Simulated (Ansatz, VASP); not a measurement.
**Cd: VASP beside Ansatz**

```
Cd
1.0
     2.97887    0.00000    0.00000
    -1.48944    2.57978    0.00000
     0.00000    0.00000    5.61765
Cd
2
Direct
  0.33333 0.66667 0.25000
  0.66667 0.33333 0.75000
```

Alike in both runs: task electric field gradients; functional PBEsol; k mesh 16 × 16 × 7; occupations fermi-dirac, width 0.05 eV; no spin polarisation.

|  | VASP | Ansatz |
| --- | --- | --- |
| version | VASP 6.6.1 | Ansatz 0.2.0 |
| potentials or method | VASP PAW PBE potentials, release 64 (Cd) | PAW with Ansatz's default frozen-core files, scalar-relativistic |
| plane-wave cutoff (eV) | 520 | 420 |
| valence electrons in the cell | 24 | 40 |

VASP gave:

```
pressure (GPa)                                                : -1.2
traceless stress, the component that is largest in VASP (GPa) : -0.16
size of Vzz on the site where it differs most (V/Å²)          : 79.6
```

Estimate Ansatz's values.

pressure (GPa): -1.6; traceless stress, the component that is largest in VASP (GPa): 0.00; size of Vzz on the site where it differs most (V/Å²): 72.8.

VASP's potentials were made for PBE, not for PBEsol. With one functional, cell and mesh, what is left measures potentials, basis and numerics. VASP's potentials hold 24 valence electrons a cell and Ansatz's 40, so a difference there can come from the potentials and not from the codes.
